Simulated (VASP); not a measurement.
# LiH (Fm-3m) in VASP: notebook

Aim: see how the results for LiH move with the level of theory and the settings. Levels: PBEsol, LDA, PBE, r2SCAN. Tasks: relaxation of cell and atoms.

All numbers are computed with VASP 6.6.1; they aren't measurements. Logs are shortened: lines on timing, memory, paths and dates and some standing lists are left out, and cuts for length are marked.

### 1 The cell of the first run

It takes space group Fm-3m (No. 225, cubic). The conventional cell has a = 4.007 Å, b = 4.007 Å, c = 4.007 Å, α = 90.00°, β = 90.00°, γ = 90.00°. Within 2.7 Å of Li (site symmetry m-3m) lie 6 H at 2.00 Å. H (site symmetry m-3m) has 6 Li at 2.00 Å within 2.7 Å.

### 2 Relaxation of cell and atoms, PBEsol

File INCAR:

```
PREC = Accurate
ENCUT = 600
EDIFF = 1E-6
ISMEAR = -1
SIGMA = 0.02
LREAL = False
LASPH = True
NELM = 100
ALGO = Normal
ISIF = 3
LWAVE = False
LCHARG = False
GGA = PS
IBRION = 2
NSW = 80
EDIFFG = -0.005
```

File KPOINTS:

```
regular mesh
0
Gamma
  10 10 10
```

File POSCAR:

```
LiH
1.0
    0.0000000000      2.0035500380      2.0035500380
    2.0035500380      0.0000000000      2.0035500380
    2.0035500380      2.0035500380      0.0000000000
Li H
1 1
Direct
    0.0000000000      0.0000000000      0.0000000000
    0.5000000000      0.5000000000      0.5000000000
```

Potentials or basis: VASP PAW PBE potentials, release 64 (Li_sv, H).

On the command line:

```
> cat potpaw_PBE.64/Li_sv/POTCAR potpaw_PBE.64/H/POTCAR > POTCAR
> mpirun -np 1 vasp_std > vasp.out
```

OUTCAR:

```text
PREC = Accurate
   ENCUT = 600
   EDIFF = 1E-6
   ISMEAR = -1
   LREAL = False
   LASPH = True
   NELM = 100
   ISIF = 3
   GGA = PS
   IBRION = 2
   NSW = 80
   EDIFFG = -0.005

 ion  position               nearest neighbor table
   1  0.000  0.000  0.000-
   2  0.500  0.500  0.500-

  LATTYP: Found a face centered cubic cell.
 ALAT       =     4.0071000760

  Lattice vectors:

 A1 = (   0.0000000000,   2.0035500380,   2.0035500380)
 A2 = (   2.0035500380,   0.0000000000,   2.0035500380)
 A3 = (   2.0035500380,   2.0035500380,   0.0000000000)

Analysis of symmetry for initial positions (statically):
=====================================================================
 Subroutine PRICEL returns:
 Original cell was already a primitive cell.

 Routine SETGRP: Setting up the symmetry group for a
 face centered cubic supercell.

 Subroutine GETGRP returns: Found 48 space group operations
 (whereof 48 operations were pure point group operations)
 out of a pool of 48 trial point group operations.

The static configuration has the point symmetry O_h .

Analysis of symmetry for dynamics (positions and initial velocities):
=====================================================================
 Subroutine PRICEL returns:
 Original cell was already a primitive cell.

 Routine SETGRP: Setting up the symmetry group for a
 face centered cubic supercell.

 Subroutine GETGRP returns: Found 48 space group operations
 (whereof 48 operations were pure point group operations)
 out of a pool of 48 trial point group operations.

The dynamic configuration has the point symmetry O_h .

 Subroutine INISYM returns: Found 48 space group operations
 (whereof 48 operations are pure point group operations),
 and found     1 'primitive' translations

----------------------------------------------------------------------------------------

                                     Primitive cell

  volume of cell :      16.0854

  direct lattice vectors                    reciprocal lattice vectors
     0.000000000  2.003550038  2.003550038    -0.249557032  0.249557032  0.249557032
     2.003550038  0.000000000  2.003550038     0.249557032 -0.249557032  0.249557032
     2.003550038  2.003550038  0.000000000     0.249557032  0.249557032 -0.249557032

  length of vectors
     2.833447637  2.833447637  2.833447637     0.432245458  0.432245458  0.432245458

  position of ions in fractional coordinates (direct lattice)
     0.000000000  0.000000000  0.000000000
     0.500000000  0.500000000  0.500000000

  ion indices of the primitive-cell ions
   primitive index   ion index
                 1           1
                 2           2

----------------------------------------------------------------------------------------

 KPOINTS: regular mesh

Automatic generation of k-mesh.
 Grid dimensions read from file:
 generate k-points for:   10   10   10

 Generating k-lattice:

  Cartesian coordinates                     Fractional coordinates (reciprocal lattice)
    -0.024955703  0.024955703  0.024955703     0.100000000  0.000000000  0.000000000
     0.024955703 -0.024955703  0.024955703     0.000000000  0.100000000  0.000000000
     0.024955703  0.024955703 -0.024955703     0.000000000  0.000000000  0.100000000

  Length of vectors
     0.043224546  0.043224546  0.043224546

  Shift w.r.t. Gamma in fractional coordinates (k-lattice)
     0.000000000  0.000000000  0.000000000

 Subroutine IBZKPT returns following result:
 ===========================================

 Found     47 irreducible k-points:

 Following reciprocal coordinates:
            Coordinates               Weight
  0.000000  0.000000  0.000000      1.000000
  0.100000  0.000000  0.000000      8.000000
  0.200000  0.000000  0.000000      8.000000
  0.300000  0.000000  0.000000      8.000000
  0.400000  0.000000  0.000000      8.000000
  0.500000  0.000000  0.000000      4.000000
[... 16 lines left out ...]
  0.300000  0.300000  0.000000      6.000000
  0.400000  0.300000  0.000000     24.000000
 [... further k-points ...]
   k-points           NKPTS =     47   k-points in BZ     NKDIM =     47   number of bands    NBANDS=      6
   number of dos      NEDOS =    301   number of ions     NIONS =      2
   total plane-waves  NPLWV =  13824
   dimension x,y,z NGX =    24 NGY =   24 NGZ =   24
   dimension x,y,z NGXF=    48 NGYF=   48 NGZF=   48
   ions per type =               1   1
   NGX,Y,Z   is equivalent  to a cutoff of  14.08, 14.08, 14.08 a.u.
   NGXF,Y,Z  is equivalent  to a cutoff of  28.16, 28.16, 28.16 a.u.
 SYSTEM =  unknown system
   PREC   = accura    normal or accurate (medium, high low for compatibility)
   ISTART =      0    job   : 0-new  1-cont  2-samecut
   ICHARG =      2    charge: 1-file 2-atom 10-const
   ISPIN  =      1    spin polarized calculation?
   LNONCOLLINEAR =      F non collinear calculations
   LSORBIT =      F    spin-orbit coupling
   LASPH  =      T    aspherical Exc in radial PAW
   ENCUT  =  600.0 eV  44.10 Ry    6.64 a.u.   5.66  5.66  5.66*2*pi/ulx,y,z
   NELM   =    100;   NELMIN=  2; NELMDL= -5     # of ELM steps
   EDIFF  = 0.1E-05   stopping-criterion for ELM
   LREAL  =      F    real-space projection
   EDIFFG = -.5E-02   stopping-criterion for IOM
   NSW    =     80    number of steps for IOM
   IBRION =      2    ionic relax: 0-MD 1-quasi-New 2-CG
   NFREE  =      1    steps in history (QN), initial steepest desc. (CG)
   ISIF   =      3    stress and relaxation
   ISYM   =      2    0-nonsym 1-usesym 2-fastsym
   POTIM  = 0.5000    time-step for ionic-motion
   TEBEG  =    0.0;   TEEND  =   0.0 temperature during run
   PSTRESS=    0.0 pullay stress
   NELECT =       4.0000    total number of electrons
   NUPDOWN=      -1.0000    fix difference up-down
   EMIN   =  10.00;   EMAX   =-10.00  energy-range for DOS
   EFERMI =   0.00;   METHOD = LEGACY
   ISMEAR =    -1;   SIGMA  =   0.02  broadening in eV -4-tet -1-fermi 0-gaus
   EFERMI_NEDOS =   21; number of points for ismear=-14 and -15
   IALGO  =     38    algorithm
   IMIX   =      4    mixing-type and parameters
     AMIX     =   0.40;   BMIX     =  1.00
     AMIX_MAG =   1.60;   BMIX_MAG =  1.00
  volume/ion in A,a.u.               =       8.04        54.27
  Fermi-wavevector in a.u.,A,eV,Ry     =   1.029480  1.945435 14.419854  1.059829
  Thomas-Fermi vector in A             =   2.163530
   LORBIT       =      0    0 simple, 1 ext, 2 COOP (PROOUT), +10 PAW based schemes
   GGA     = PS    functional components
   LHFCALC =     F    Hartree Fock is set to
   AEXX    =    0.0000 exact exchange contribution
   IVDW    =     0    specifies the selected vdW correction
   LEPSILON=     F    determine dielectric tensor
   LRPA    =     F    only Hartree local field effects (RPA)
 conjugate gradient relaxation of ions
 non-spin polarized calculation
  energy-cutoff  :      600.00
  volume of cell :       16.09
 maximum number of plane-waves:       548
   NGX = 11   NGY = 11   NGZ = 11

--------------------------------------- Ionic step        1  -------------------------------------------

 number of electron       3.9999995 magnetization

 Free energy of the ion-electron system (eV)
  ---------------------------------------------------
  ext. energy  EPLUGINS =         0.00000000
  ---------------------------------------------------
  free energy    TOTEN  =        -6.12077425 eV

  energy without entropy =       -6.12077425  energy(sigma->0) =       -6.12077425

------------------------ aborting loop because EDIFF is reached ----------------------------------------

  FORCE on cell =-STRESS in cart. coord.  units (eV):
  Direction    XX          YY          ZZ          XY          YZ          ZX
  --------------------------------------------------------------------------------------
  -------------------------------------------------------------------------------------
  Total       -0.0885172     -0.0885172     -0.0885172      0.0000000     -0.0000000     -0.0000000
  in kB       -8.8167319     -8.8167319     -8.8167319      0.0000000     -0.0000000     -0.0000000
  external PRESSURE =      -8.8167319 kB  Pullay stress =       0.0000000 kB
[... 57 lines left out ...]
  energy  without entropy=       -6.1212641509  energy(sigma->0) =       -6.12126415

--------------------------------------- Ionic step        3  -------------------------------------------

 number of electron       3.9999998 magnetization

 Free energy of the ion-electron system (eV)
  ---------------------------------------------------
  ext. energy  EPLUGINS =         0.00000000
  ---------------------------------------------------
  free energy    TOTEN  =        -6.12185844 eV

  energy without entropy =       -6.12185844  energy(sigma->0) =       -6.12185844

 E-fermi :   0.6901     XC(G=0):  -8.6943

 val. band max:        0.2775767311   @ k =   0.5000   0.5000   0.0000
 cond. band min:       3.0024004823   @ k =   0.5000   0.5000   0.0000
 fundamental gap:      2.7248237512
 Fermi energy:         0.6900954819

 k-point     1 :       0.0000    0.0000    0.0000
  band No.  band energies     occupation
      1     -43.4006      2.00000
      2      -5.3634      2.00000
      3      16.7038      0.00000
      4      18.2600      0.00000
      5      18.2600      0.00000
      6      18.2600      0.00000

 k-point     2 :       0.1000    0.0000    0.0000
  band No.  band energies     occupation
      1     -43.3953      2.00000
      2      -5.1847      2.00000
      3      15.0676      0.00000
      4      17.3250      0.00000
      5      17.8515      0.00000
      6      17.8515      0.00000
[... 190 lines left out ...]
 k-point    24 :       0.4000    0.3000    0.0000
  band No.  band energies     occupation
      1     -43.3428      2.00000
      2      -2.1823      2.00000
      3       6.8980      0.00000
      4      10.6592      0.00000
      5      12.0234      0.00000
      6      16.4823      0.00000

 [... further k-points ...]
[... 5 lines left out ...]
  --------------------------------------------------------------------------------------
  -------------------------------------------------------------------------------------
  Total       -0.0007141     -0.0007141     -0.0007141      0.0000000      0.0000000      0.0000000
  in kB       -0.0728839     -0.0728839     -0.0728839      0.0000000      0.0000000      0.0000000
  external PRESSURE =      -0.0728839 kB  Pullay stress =       0.0000000 kB
[... 17 lines left out ...]
  FREE ENERGIE OF THE ION-ELECTRON SYSTEM (eV)
  ---------------------------------------------------
  free  energy   TOTEN  =        -6.1218584394 eV

  energy  without entropy=       -6.1218584394  energy(sigma->0) =       -6.12185844

 reached required accuracy - stopping structural energy minimisation
```

Wall time 7.1 s (1 thread of Intel Xeon 6975P-C, shared host); peak memory 0.13 GiB.

Results:

- Free energy: -6.1219 eV
- Relaxed volume: 7.85 Å³/atom
- Relaxed cell: a = 2.811 Å, b = 2.811 Å, c = 2.811 Å, α = 60.00°, β = 60.00°, γ = 60.00°
- Space group after relaxing (to 0.05 Å): Fm-3m (No. 225)
- Energy gained by relaxing: 0.5 meV/atom
- Ionic steps: 3
- Pressure after relaxing: 0.0 GPa
- Band gap on the k mesh: 2.72 eV, direct

Step by step:
```csv
step,energy change (eV),largest force (eV/Å),pressure (GPa),volume (Å³)
1,0.0000,0.0000,-0.88,16.09
2,-0.0005,0.0000,-0.65,15.98
3,-0.0011,0.0000,-0.01,15.70
```

Final structure:
```xyz
2
Lattice="0.0000 1.9873 1.9873 1.9873 0.0000 1.9873 1.9873 1.9873 0.0000" Properties=species:S:1:pos:R:3 pbc="T T T"
Li    0.0000    0.0000    0.0000
H     1.9873    1.9873    1.9873
```

Caveat: the cutoff is under 1.25 times the usual one of these potentials, so pressure, stress and relaxed cells hold a basis-set (Pulay) error; the PAW data sets were made with another functional, which shifts forces and pressure a little. Expect the measured gap to be larger: semilocal functionals such as PBEsol lack the derivative discontinuity.

### 3 Relaxation of cell and atoms, LDA

File INCAR:

```
ALGO     = Normal         # electronic algorithm
EDIFF    = 1E-6           # SCF threshold, eV
EDIFFG   = -0.005         # ionic threshold
ENCUT    = 600            # plane-wave cutoff, eV
GGA      = CA             # functional
IBRION   = 2              # ionic algorithm
ISIF     = 3              # what is computed and relaxed
ISMEAR   = -1             # smearing method
LASPH    = True           # aspherical terms in the spheres
LCHARG   = False          # write CHGCAR
LREAL    = False          # projectors in reciprocal space
LWAVE    = False          # write WAVECAR
NELM     = 100            # most SCF steps
NSW      = 80             # ionic steps
PREC     = Accurate       # precision mode
SIGMA    = 0.02           # smearing width, eV
```

File KPOINTS:

```
k-points
0
Gamma
  10 10 10
```

POSCAR is that of step 2.

Potentials or basis: VASP PAW LDA potentials, release 64 (Li_sv, H).

On the command line:

```
> cat potpaw_LDA.64/Li_sv/POTCAR potpaw_LDA.64/H/POTCAR > POTCAR
> mpirun -np 1 vasp_std > vasp.out
```

Wall time 7.1 s (1 thread of Intel Xeon 6975P-C, shared host); peak memory 0.12 GiB.

Results (log left out):

* Free energy: -6.4982 eV
* Relaxed volume: 7.42 Å³/atom
* Relaxed cell: a = 2.758 Å, b = 2.758 Å, c = 2.758 Å, α = 60.00°, β = 60.00°, γ = 60.00°
* Space group after relaxing (to 0.05 Å): Fm-3m (No. 225)
* Energy gained by relaxing: 5.9 meV/atom
* Ionic steps: 4
* Pressure after relaxing: 0.0 GPa
* Band gap on the k mesh: 2.53 eV, direct

Step by step:
```tsv
step	energy change (eV)	largest force (eV/Å)	pressure (GPa)	volume (Å³)
1	0.0000	0.0000	-2.85	16.09
2	-0.0052	0.0000	-2.20	15.75
3	-0.0115	0.0000	-0.45	15.01
4	-0.0118	0.0000	0.02	14.83
```

Final structure:
```cif
data_structure
_symmetry_space_group_name_H-M 'P 1'
_symmetry_Int_Tables_number 1
_cell_length_a 2.7579
_cell_length_b 2.7579
_cell_length_c 2.7579
_cell_angle_alpha 60.000
_cell_angle_beta 60.000
_cell_angle_gamma 60.000
_cell_volume 14.83
loop_
_atom_site_label
_atom_site_type_symbol
_atom_site_fract_x
_atom_site_fract_y
_atom_site_fract_z
_atom_site_occupancy
Li1 Li 0.00000 0.00000 0.00000 1
H1 H 0.50000 0.50000 0.50000 1
```

Levels at points of the mesh, in eV from the valence-band top:
| k point | band 1 | band 2 | band 3 | band 4 | band 5 | band 6 |
| --- | --- | --- | --- | --- | --- | --- |
| (0.00, 0.00, 0.00) | -43.41 | -5.87 | 17.21 | 18.24 | 18.24 | 18.24 |
| (0.50, 0.00, 0.00) | -43.34 | -3.02 | 4.83 | 14.25 | 16.71 | 16.71 |
| (0.50, 0.50, 0.00) | -43.32 | 0.00 | 2.53 | 10.78 | 10.78 | 14.16 |

Caveat: the cutoff is under 1.25 times the usual one of these potentials, so pressure, stress and relaxed cells hold a basis-set (Pulay) error. Expect the measured gap to be larger: semilocal functionals such as LDA lack the derivative discontinuity.

### 4 Relaxation of cell and atoms, PBE

This run uses another cell than the first one, of 8.10 Å³/atom, 1.008 times its volume.

File INCAR:

```
  PREC = Accurate
  ENCUT = 600
  EDIFF = 1E-7
  ISMEAR = -1
  SIGMA = 0.02
  LREAL = False
  LASPH = True
  NELM = 80
  ALGO = Normal
  ISIF = 3
  LWAVE = False
  LCHARG = False
  GGA = PE
  IBRION = 2
  NSW = 80
  EDIFFG = -0.005
```

File KPOINTS:

```
Automatic mesh
0
Gamma
  10 10 10
```

File POSCAR:

```
LiH
1.0
    0.0000000000      2.0086193919      2.0086193919
    2.0086193919      0.0000000000      2.0086193919
    2.0086193919      2.0086193919      0.0000000000
Li H
1 1
Direct
    0.0000000000      0.0000000000      0.0000000000
    0.5000000000      0.5000000000      0.5000000000
```

Potentials or basis: VASP PAW PBE potentials, release 64 (Li_sv, H).

On the command line:

```
> cat potpaw_PBE.64/Li_sv/POTCAR potpaw_PBE.64/H/POTCAR > POTCAR
> mpirun -np 1 vasp_std > vasp.out
```

Wall time 8.2 s (1 thread of Intel Xeon 6975P-C, shared host); peak memory 0.13 GiB.

It converged, with:

```yaml
Free_energy: -6.1274 eV
Relaxed_volume: 7.99 Å³/atom
Relaxed_cell: a = 2.827 Å, b = 2.827 Å, c = 2.827 Å, α = 60.00°, β = 60.00°, γ = 60.00°
Space_group_after_relaxing_to_0.05_Å: Fm-3m (No. 225)
Energy_gained_by_relaxing: 0.2 meV/atom
Ionic_steps: 3
Pressure_after_relaxing: 0.0 GPa
Band_gap_on_the_k_mesh: 2.97 eV, direct
```

The path:
```csv
step,energy change (eV),largest force (eV/Å),pressure (GPa),volume (Å³)
1,0.0000,0.0000,-0.50,16.21
2,-0.0002,0.0000,-0.37,16.15
3,-0.0004,0.0000,0.02,15.97
```

Final structure:
```
Li H
1.0
     0.00000    1.99887    1.99887
     1.99887    0.00000    1.99887
     1.99887    1.99887    0.00000
Li H
1 1
Direct
  0.00000 0.00000 0.00000
  0.50000 0.50000 0.50000
```

Levels at points of the mesh, in eV from the valence-band top:
| k point | band 1 | band 2 | band 3 | band 4 | band 5 | band 6 |
| --- | --- | --- | --- | --- | --- | --- |
| (0.00, 0.00, 0.00) | -44.28 | -5.46 | 16.19 | 17.97 | 17.97 | 17.97 |
| (0.50, 0.00, 0.00) | -44.23 | -2.65 | 4.94 | 13.73 | 16.57 | 16.57 |
| (0.50, 0.50, 0.00) | -44.22 | 0.00 | 2.97 | 10.85 | 10.85 | 14.03 |

Caveat: the cutoff is under 1.25 times the usual one of these potentials, so pressure, stress and relaxed cells hold a basis-set (Pulay) error. A k mesh can miss the band edges.

(Continued in part 2 of 2.)
